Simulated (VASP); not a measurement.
Input of a VASP 6.6.1 run:

File INCAR:

```
SYSTEM = Au
ALGO     = Fast           ! electronic algorithm
EDIFF    = 1E-6           ! SCF threshold, eV
ENCUT    = 520            ! plane-wave cutoff, eV
GGA      = PS             ! functional
ISIF     = 2              ! what is computed and relaxed
ISMEAR   = 0              ! smearing method
LASPH    = .True.         ! aspherical terms in the spheres
LCHARG   = .False.        ! write CHGCAR
LREAL    = .False.        ! projectors in reciprocal space
LWAVE    = .False.        ! write WAVECAR
NBANDS   = 30             ! bands
NELM     = 80             ! most SCF steps
PREC     = Accurate       ! precision mode
SIGMA    = 0.15           ! smearing width, eV
```

The input KPOINTS:

```
k-points
0
Gamma
  17 17 5
  0 0 0
```

Contents of POSCAR:

```
Au
1.0
   -1.6572690000      1.6572690000     -1.6572690000
   -1.6572690000     -1.6572690000      1.6572690000
    0.0000000000      8.0432895624      8.0432895624
Au
4
Direct
    0.0000000000      0.0000000000      0.7211528884
    0.5000000000      0.5000000000      0.1030218412
    0.0000000000      0.0000000000      0.3090655236
    0.5000000000      0.5000000000      0.5151092060
```

Potentials or basis: VASP PAW PBE potentials, release 64 (Au).

The run is started by

```console
$ cat potpaw_PBE.64/Au/POTCAR > POTCAR
$ mpirun -np 1 vasp_std > vasp.out
```

Estimate the largest force.

0.332 eV/Å.

What does it give for the band gap on the k mesh?

Zero (bands 22 and 23 overlap by 5.11 eV).

What does it give for the pressure?

-9.8 GPa.

Stress tensor (GPa, compression positive):
```
-11.10   0.00   0.00
  0.00  -9.18   1.95
  0.00   1.95  -9.18
```

Caveat: the cell differs from its parent crystal (the distance across one plane changed); the cell stands under tension; the PAW data sets were made with another functional, which shifts forces and pressure a little; spin-orbit coupling is left out, which moves the levels of the heavy elements.
